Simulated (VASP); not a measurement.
# Ca2Al2O (P4/mmm) in VASP: a series of runs

Runs on Ca2Al2O. Level: PBE. Tasks: single point, relaxation of cell and atoms.

Program: VASP 6.6.1. These are calculated values, not measurements. Logs are shortened: lines on timing, memory, paths and dates and some standing lists are left out, and cuts for length are marked.

**1. The cell of the first run**

Symmetry: P4/mmm, No. 123, tetragonal system. Conventional cell: a = 4.699 Å, b = 4.699 Å, c = 4.214 Å, α = 90.00°, β = 90.00°, γ = 90.00°. Ca (site symmetry 4/mmm) has 4 Al at 2.35 Å within 3.1 Å. Ca (site symmetry 4/mmm) has 2 O at 2.11 Å and 4 Al at 2.35 Å within 2.8 Å. Within 3.4 Å of Al (site symmetry mmm) lie 4 Ca at 2.35 Å and 4 O at 3.16 Å and 4 Al at 3.32 Å. Within 2.8 Å of O (site symmetry 4/mmm) lie 2 Ca at 2.11 Å.

The cell was generated, and may not be a known phase.

**2. Single point, PBE**

File INCAR:

```
ALGO = Normal ; EDIFF = 1E-6
ENCUT = 520 ; GGA = PE
ISIF = 2 ; ISMEAR = 0
LASPH = True ; LCHARG = False
LREAL = False ; LWAVE = False
NBANDS = 24 ; NELM = 100
PREC = Accurate ; SIGMA = 0.1
```

File KPOINTS:

```
k-points
0
Gamma
  4 4 4
```

File POSCAR:

```
Ca2Al2O
1.0
    4.6992575400      0.0000000000      0.0000000000
    0.0000000000      4.6992575400      0.0000000000
    0.0000000000      0.0000000000      4.2142155000
Ca Al O
2 2 1
Direct
    0.5000000000      0.5000000000      0.5000000000
    0.0000000000      0.0000000000      0.5000000000
    0.5000000000      0.0000000000      0.5000000000
    0.0000000000      0.5000000000      0.5000000000
    0.0000000000      0.0000000000      0.0000000000
```

Potentials or basis: VASP PAW PBE potentials, release 64 (Ca_sv, Al, O).

Run with:

```bash
> cat potpaw_PBE.64/Ca_sv/POTCAR potpaw_PBE.64/Al/POTCAR potpaw_PBE.64/O/POTCAR > POTCAR
> mpirun -np 1 vasp_std > vasp.out
```

OUTCAR:

```text
EDIFF = 1E-6
   ENCUT = 520
   GGA = PE
   ISIF = 2
   ISMEAR = 0
   LASPH = True
   LREAL = False
   NELM = 100
   PREC = Accurate

 ion  position               nearest neighbor table
   1  0.500  0.500  0.500-   3 2.35   4 2.35   3 2.35   4 2.35
   2  0.000  0.000  0.500-   5 2.11   5 2.11   3 2.35   4 2.35   4 2.35   3 2.35
   3  0.500  0.000  0.500-   1 2.35   2 2.35   1 2.35   2 2.35   4 3.32   4 3.32   4 3.32   4 3.32

   4  0.000  0.500  0.500-   1 2.35   2 2.35   2 2.35   1 2.35   3 3.32   3 3.32   3 3.32   3 3.32

   5  0.000  0.000  0.000-   2 2.11   2 2.11

  LATTYP: Found a simple tetragonal cell.
 ALAT       =     4.6992575400
 C/A-ratio  =     0.8967832608

  Lattice vectors:

 A1 = (   4.6992575400,   0.0000000000,   0.0000000000)
 A2 = (   0.0000000000,   4.6992575400,   0.0000000000)
 A3 = (   0.0000000000,   0.0000000000,   4.2142155000)

Analysis of symmetry for initial positions (statically):
=====================================================================
 Subroutine PRICEL returns:
 Original cell was already a primitive cell.

 Routine SETGRP: Setting up the symmetry group for a
 simple tetragonal supercell.

 Subroutine GETGRP returns: Found 16 space group operations
 (whereof 16 operations were pure point group operations)
 out of a pool of 16 trial point group operations.

The static configuration has the point symmetry D_4h.

Analysis of symmetry for dynamics (positions and initial velocities):
=====================================================================
 Subroutine PRICEL returns:
 Original cell was already a primitive cell.

 Routine SETGRP: Setting up the symmetry group for a
 simple tetragonal supercell.

 Subroutine GETGRP returns: Found 16 space group operations
 (whereof 16 operations were pure point group operations)
 out of a pool of 16 trial point group operations.

The dynamic configuration has the point symmetry D_4h.

 Subroutine INISYM returns: Found 16 space group operations
 (whereof 16 operations are pure point group operations),
 and found     1 'primitive' translations

----------------------------------------------------------------------------------------

                                     Primitive cell

  volume of cell :      93.0626

  direct lattice vectors                    reciprocal lattice vectors
     4.699257540  0.000000000  0.000000000     0.212799573  0.000000000  0.000000000
     0.000000000  4.699257540  0.000000000     0.000000000  0.212799573  0.000000000
     0.000000000  0.000000000  4.214215500     0.000000000  0.000000000  0.237292089

  length of vectors
     4.699257540  4.699257540  4.214215500     0.212799573  0.212799573  0.237292089

  position of ions in fractional coordinates (direct lattice)
     0.500000000  0.500000000  0.500000000
     0.000000000  0.000000000  0.500000000
     0.500000000  0.000000000  0.500000000
     0.000000000  0.500000000  0.500000000
     0.000000000  0.000000000  0.000000000

  ion indices of the primitive-cell ions
   primitive index   ion index
                 1           1
                 2           2
                 3           3
                 4           4
                 5           5

----------------------------------------------------------------------------------------

 KPOINTS: k-points

Automatic generation of k-mesh.
 Grid dimensions read from file:
 generate k-points for:    4    4    4

 Generating k-lattice:

  Cartesian coordinates                     Fractional coordinates (reciprocal lattice)
     0.053199893  0.000000000  0.000000000     0.250000000  0.000000000  0.000000000
     0.000000000  0.053199893  0.000000000     0.000000000  0.250000000  0.000000000
     0.000000000  0.000000000  0.059323022     0.000000000  0.000000000  0.250000000

  Length of vectors
     0.053199893  0.053199893  0.059323022

  Shift w.r.t. Gamma in fractional coordinates (k-lattice)
     0.000000000  0.000000000  0.000000000

 Subroutine IBZKPT returns following result:
 ===========================================

 Found     18 irreducible k-points:

 Following reciprocal coordinates:
            Coordinates               Weight
  0.000000  0.000000  0.000000      1.000000
  0.250000  0.000000  0.000000      4.000000
  0.500000  0.000000  0.000000      2.000000
  0.250000  0.250000  0.000000      4.000000
  0.500000  0.250000  0.000000      4.000000
  0.500000  0.500000  0.000000      1.000000
[... 10 lines left out ...]
  0.500000  0.250000  0.500000      4.000000
  0.500000  0.500000  0.500000      1.000000
   k-points           NKPTS =     18   k-points in BZ     NKDIM =     18   number of bands    NBANDS=     24
   number of dos      NEDOS =    301   number of ions     NIONS =      5
   total plane-waves  NPLWV =  41472
   dimension x,y,z NGX =    36 NGY =   36 NGZ =   32
   dimension x,y,z NGXF=    72 NGYF=   72 NGZF=   64
   ions per type =               2   2   1
   NGX,Y,Z   is equivalent  to a cutoff of  12.74, 12.74, 12.62 a.u.
   NGXF,Y,Z  is equivalent  to a cutoff of  25.47, 25.47, 25.25 a.u.
 SYSTEM =  unknown system
   PREC   = accura    normal or accurate (medium, high low for compatibility)
   ISTART =      0    job   : 0-new  1-cont  2-samecut
   ICHARG =      2    charge: 1-file 2-atom 10-const
   ISPIN  =      1    spin polarized calculation?
   LNONCOLLINEAR =      F non collinear calculations
   LSORBIT =      F    spin-orbit coupling
   LASPH  =      T    aspherical Exc in radial PAW
   ENCUT  =  520.0 eV  38.22 Ry    6.18 a.u.   8.74  8.74  7.84*2*pi/ulx,y,z
   NELM   =    100;   NELMIN=  2; NELMDL= -5     # of ELM steps
   EDIFF  = 0.1E-05   stopping-criterion for ELM
   LREAL  =      F    real-space projection
[... 7 lines left out ...]
   TEBEG  =    0.0;   TEEND  =   0.0 temperature during run
   PSTRESS=    0.0 pullay stress
   NELECT =      32.0000    total number of electrons
   NUPDOWN=      -1.0000    fix difference up-down
   EMIN   =  10.00;   EMAX   =-10.00  energy-range for DOS
   EFERMI =   0.00;   METHOD = LEGACY
   ISMEAR =     0;   SIGMA  =   0.10  broadening in eV -4-tet -1-fermi 0-gaus
   EFERMI_NEDOS =   21; number of points for ismear=-14 and -15
   IALGO  =     38    algorithm
   IMIX   =      4    mixing-type and parameters
     AMIX     =   0.40;   BMIX     =  1.00
     AMIX_MAG =   1.60;   BMIX_MAG =  1.00
  volume/ion in A,a.u.               =      18.61       125.60
  Fermi-wavevector in a.u.,A,eV,Ry     =   1.146920  2.167364 17.897446  1.315425
  Thomas-Fermi vector in A             =   2.283602
   LORBIT       =      0    0 simple, 1 ext, 2 COOP (PROOUT), +10 PAW based schemes
   GGA     = PE    functional components
   LHFCALC =     F    Hartree Fock is set to
   AEXX    =    0.0000 exact exchange contribution
   IVDW    =     0    specifies the selected vdW correction
   LEPSILON=     F    determine dielectric tensor
   LRPA    =     F    only Hartree local field effects (RPA)
 non-spin polarized calculation
 Gauss-broadening in eV      SIGMA  =   0.10
  energy-cutoff  :      520.00
  volume of cell :       93.06
 maximum number of plane-waves:      2520
 NGX is ok and might be reduce to    36
   NGX = 17   NGY = 17   NGZ = 15

 number of electron      32.0000002 magnetization

 Free energy of the ion-electron system (eV)
  ---------------------------------------------------
  ext. energy  EPLUGINS =         0.00000000
  ---------------------------------------------------
  free energy    TOTEN  =        -6.57429382 eV

  energy without entropy =       -6.56767146  energy(sigma->0) =       -6.57098264

 E-fermi :   4.5593     XC(G=0):  -9.4567

 val. band max:        4.5059681084   @ k =   0.5000   0.0000   0.2500
 cond. band min:       4.6473982330   @ k =   0.5000   0.0000   0.0000
 fundamental gap:      0.1414301246
 Fermi energy:         4.5593379608

 k-point     1 :       0.0000    0.0000    0.0000
  band No.  band energies     occupation
      1     -35.7022      2.00000
      2     -34.4086      2.00000
      3     -17.1716      2.00000
      4     -17.1716      2.00000
      5     -16.8480      2.00000
      6     -16.0279      2.00000
[... 16 lines left out ...]
     23       8.7816      0.00000
     24       9.5179      0.00000

 k-point     2 :       0.2500    0.0000    0.0000
  band No.  band energies     occupation
      1     -35.6999      2.00000
      2     -34.4084      2.00000
      3     -17.1728      2.00000
      4     -17.1481      2.00000
      5     -16.8465      2.00000
      6     -16.0870      2.00000
[... 16 lines left out ...]
     23       9.0240      0.00000
     24      10.0661      0.00000

 k-point     3 :       0.5000    0.0000    0.0000
  band No.  band energies     occupation
      1     -35.6975      2.00000
      2     -34.4081      2.00000
      3     -17.1728      2.00000
      4     -17.1233      2.00000
      5     -16.8451      2.00000
      6     -16.1464      2.00000
[... 16 lines left out ...]
     23       8.3281      0.00000
     24       9.4607      0.00000

 k-point     4 :       0.2500    0.2500    0.0000
  band No.  band energies     occupation
      1     -35.6980      2.00000
      2     -34.4075      2.00000
      3     -17.2157      2.00000
      4     -17.1500      2.00000
      5     -16.8456      2.00000
      6     -16.1153      2.00000
[... 16 lines left out ...]
     23       9.1149      0.00000
     24       9.7500      0.00000

 k-point     5 :       0.5000    0.2500    0.0000
  band No.  band energies     occupation
      1     -35.6961      2.00000
      2     -34.4065      2.00000
      3     -17.2184      2.00000
      4     -17.1961      2.00000
      5     -16.8446      2.00000
      6     -16.0866      2.00000
[... 16 lines left out ...]
     23       9.2680      0.00000
     24       9.9176      0.00000

 k-point     6 :       0.5000    0.5000    0.0000
  band No.  band energies     occupation
      1     -35.6946      2.00000
      2     -34.4049      2.00000
      3     -17.2616      2.00000
      4     -17.2616      2.00000
      5     -16.8442      2.00000
      6     -16.0340      2.00000
[... 16 lines left out ...]
     23      10.1515      0.00000
     24      11.0438      0.00000
[... 217 lines left out ...]
 k-point    15 :       0.5000    0.0000    0.5000
  band No.  band energies     occupation
      1     -35.6957      2.00000
      2     -34.4008      2.00000
      3     -17.1676      2.00000
      4     -17.1193      2.00000
      5     -16.8827      2.00000
      6     -16.1724      2.00000
[... 16 lines left out ...]
     23       9.7557      0.00000
     24       9.8023      0.00000

 k-point    16 :       0.2500    0.2500    0.5000
  band No.  band energies     occupation
      1     -35.6962      2.00000
      2     -34.4001      2.00000
      3     -17.2098      2.00000
      4     -17.1453      2.00000
      5     -16.8845      2.00000
      6     -16.1703      2.00000
[... 16 lines left out ...]
     23       9.1758      0.00000
     24       9.9037      0.00000

 k-point    17 :       0.5000    0.2500    0.5000
  band No.  band energies     occupation
      1     -35.6943      2.00000
      2     -34.3992      2.00000
      3     -17.2122      2.00000
      4     -17.1904      2.00000
      5     -16.8819      2.00000
      6     -16.1705      2.00000
[... 16 lines left out ...]
     23       9.8422      0.00000
     24      10.1938      0.00000

 k-point    18 :       0.5000    0.5000    0.5000
  band No.  band energies     occupation
      1     -35.6929      2.00000
      2     -34.3976      2.00000
      3     -17.2547      2.00000
      4     -17.2547      2.00000
      5     -16.8812      2.00000
      6     -16.1687      2.00000
[... 16 lines left out ...]
     23      10.0399      0.00000
     24      10.6199      0.00000

------------------------ aborting loop because EDIFF is reached ----------------------------------------

  FORCE on cell =-STRESS in cart. coord.  units (eV):
  Direction    XX          YY          ZZ          XY          YZ          ZX
  --------------------------------------------------------------------------------------
  -------------------------------------------------------------------------------------
  Total       34.8791985     34.8791985      0.1645312      0.0000000      0.0000000      0.0000000
  in kB      600.4845592    600.4845592      2.8325898      0.0000000      0.0000000      0.0000000
  external PRESSURE =     401.2672360 kB  Pullay stress =       0.0000000 kB

 VOLUME and BASIS-vectors are now :
 -----------------------------------------------------------------------------
  energy-cutoff  :      520.00
  volume of cell :       93.06
      direct lattice vectors                 reciprocal lattice vectors
     4.699257540  0.000000000  0.000000000     0.212799573  0.000000000  0.000000000
     0.000000000  4.699257540  0.000000000     0.000000000  0.212799573  0.000000000
     0.000000000  0.000000000  4.214215500     0.000000000  0.000000000  0.237292089

 POSITION                                       TOTAL-FORCE (eV/Angst)
 -----------------------------------------------------------------------------------
      2.34963      2.34963      2.10711         0.000000      0.000000      0.000000
      0.00000      0.00000      2.10711         0.000000      0.000000      0.000000
      2.34963      0.00000      2.10711         0.000000      0.000000      0.000000
      0.00000      2.34963      2.10711         0.000000      0.000000      0.000000
      0.00000      0.00000      0.00000         0.000000      0.000000      0.000000
 -----------------------------------------------------------------------------------
    total drift:                                0.000000      0.000000      0.000000

  FREE ENERGIE OF THE ION-ELECTRON SYSTEM (eV)
  ---------------------------------------------------
  free  energy   TOTEN  =        -6.5742938218 eV

  energy  without entropy=       -6.5676714614  energy(sigma->0) =       -6.57098264
```

Run time: 32 s. Hardware: 1 thread of Oxide Virtual Turin-like, shared host; peak memory 0.18 GiB.

Results:

```yaml
Free_energy: -6.5743 eV
Pressure: 40.1 GPa
Band_gap_on_the_k_mesh: zero (bands 16 and 17 overlap by 1.43 eV)
```

Levels at points of the mesh, in eV from the Fermi level:
```tsv
k point	band 12	band 13	band 14	band 15	band 16	band 17	band 18	band 19	band 20	band 21
(0.00, 0.00, 0.00)	-2.51	-2.51	-1.62	-0.44	1.06	1.51	1.51	1.99	2.19	2.19
(0.50, 0.00, 0.00)	-2.51	-1.71	-1.57	-0.35	0.09	0.24	0.67	1.08	1.20	1.80
(0.50, 0.50, 0.00)	-2.94	-2.38	-1.44	-1.14	-1.14	0.22	0.22	0.57	1.13	1.77
(0.00, 0.00, 0.50)	-3.25	-2.94	-2.94	-1.55	-0.31	1.44	1.44	1.64	2.02	2.02
(0.50, 0.00, 0.50)	-3.74	-3.09	-2.82	-1.06	-0.09	0.33	0.43	0.47	0.95	1.87
(0.50, 0.50, 0.50)	-3.61	-2.69	-2.69	-2.43	-1.97	0.55	0.55	0.67	1.24	1.86
```

Caveat: the k points lie up to 0.37 Å⁻¹ apart, too coarse for converged energies and pressures of a metal.

**3. Single point, PBE**

This run uses another cell than the first one, of 34.18 Å³/atom.

File INCAR:

```
SYSTEM = Ca2Al2O
  PREC = Accurate
  ENCUT = 520
  EDIFF = 1E-7
  ISMEAR = 0
  SIGMA = 0.1
  LREAL = .False.
  LASPH = .True.
  NELM = 60
  ALGO = Normal
  ISIF = 2
  LWAVE = .False.
  LCHARG = .False.
  GGA = PE
  NBANDS = 24
```

File KPOINTS:

```
regular mesh
0
Gamma
  4 4 4
  0 0 0
```

POSCAR, as its differences from that of step 2:

```diff
@@ -2,5 +2,5 @@
 1.0
-    4.6992575400      0.0000000000      0.0000000000
-    0.0000000000      4.6992575400      0.0000000000
-    0.0000000000      0.0000000000      4.2142155000
+    6.3857725372      0.0000000000      0.0000000000
+    0.0000000000      6.3857725372      0.0000000000
+    0.0000000000      0.0000000000      4.1905976821
 Ca Al O
```

Potentials or basis: VASP PAW PBE potentials, release 64 (Ca_sv, Al, O).

Run with:

```bash
> cat potpaw_PBE.64/Ca_sv/POTCAR potpaw_PBE.64/Al/POTCAR potpaw_PBE.64/O/POTCAR > POTCAR
> mpirun -np 1 vasp_std > vasp.out
```

OUTCAR:

```text
SYSTEM = Ca2Al2O
   PREC = Accurate
   ENCUT = 520
   EDIFF = 1E-7
   ISMEAR = 0
   LREAL = .False.
   LASPH = .True.
   NELM = 60
   ISIF = 2
   GGA = PE

 ion  position               nearest neighbor table
   1  0.500  0.500  0.500-   3 3.19   4 3.19   3 3.19   4 3.19
   2  0.000  0.000  0.500-   5 2.10   5 2.10   3 3.19   4 3.19   4 3.19   3 3.19
   3  0.500  0.000  0.500-   1 3.19   2 3.19   1 3.19   2 3.19
   4  0.000  0.500  0.500-   1 3.19   2 3.19   2 3.19   1 3.19
   5  0.000  0.000  0.000-   2 2.10   2 2.10

  LATTYP: Found a simple tetragonal cell.
 ALAT       =     6.3857725372
[... 680 lines left out ...]
  -------------------------------------------------------------------------------------
  Total        0.1001516      0.1001516      0.1539676      0.0000000      0.0000000      0.0000000
  in kB        0.9390000      0.9390000      1.4435673      0.0000000      0.0000000      0.0000000
  external PRESSURE =       1.1071891 kB  Pullay stress =       0.0000000 kB

 VOLUME and BASIS-vectors are now :
 -----------------------------------------------------------------------------
  energy-cutoff  :      520.00
  volume of cell :      170.88
      direct lattice vectors                 reciprocal lattice vectors
     6.385772537  0.000000000  0.000000000     0.156598124  0.000000000  0.000000000
     0.000000000  6.385772537  0.000000000     0.000000000  0.156598124  0.000000000
     0.000000000  0.000000000  4.190597682     0.000000000  0.000000000  0.238629445

 POSITION                                       TOTAL-FORCE (eV/Angst)
 -----------------------------------------------------------------------------------
      3.19289      3.19289      2.09530         0.000000      0.000000      0.000000
      0.00000      0.00000      2.09530         0.000000      0.000000      0.000000
      3.19289      0.00000      2.09530         0.000000      0.000000      0.000000
      0.00000      3.19289      2.09530         0.000000      0.000000      0.000000
      0.00000      0.00000      0.00000         0.000000      0.000000      0.000000
 -----------------------------------------------------------------------------------
    total drift:                                0.000000     -0.000000     -0.000000

  FREE ENERGIE OF THE ION-ELECTRON SYSTEM (eV)
  ---------------------------------------------------
  free  energy   TOTEN  =       -15.7837380391 eV

  energy  without entropy=      -15.7581563127  energy(sigma->0) =      -15.77094718
```

OSZICAR:

```text
N       E                     dE             d eps       ncg     rms          rms(c)
DAV:   1     0.225169815705E+03    0.22517E+03   -0.13836E+04   912   0.113E+03
DAV:   2     0.819983473485E+00   -0.22435E+03   -0.21008E+03  1032   0.297E+02
DAV:   3    -0.202046633703E+02   -0.21025E+02   -0.20692E+02  1440   0.704E+01
[... 12 lines left out ...]
DAV:  16    -0.157837366960E+02    0.32057E-03   -0.76965E-04  1136   0.107E-01    0.209E-02
DAV:  17    -0.157837410856E+02   -0.43895E-05   -0.57064E-05  1240   0.322E-02    0.141E-02
DAV:  18    -0.157837391138E+02    0.19718E-05   -0.12249E-05  1240   0.150E-02    0.110E-02
DAV:  19    -0.157837381231E+02    0.99071E-06   -0.29978E-06  1208   0.788E-03    0.292E-03
DAV:  20    -0.157837380391E+02    0.84007E-07   -0.50924E-07  1056   0.296E-03
   1 F= -.15783738E+02 E0= -.15770947E+02  d E =-.255817E-01
```

Run time: 86 s. Hardware: 1 thread of Oxide Virtual Turin-like, shared host; peak memory 0.25 GiB.

Results:

| Quantity | Value |
| --- | --- |
| Free energy | -15.7837 eV |
| Pressure | 0.1 GPa |
| Band gap on the k mesh | zero (bands 16 and 17 overlap by 0.23 eV) |

Caveat: the k points lie up to 0.37 Å⁻¹ apart.

[end of part 1 of 2]

The gap in the log of VASP goes by the Fermi energy; the results here count the filled bands.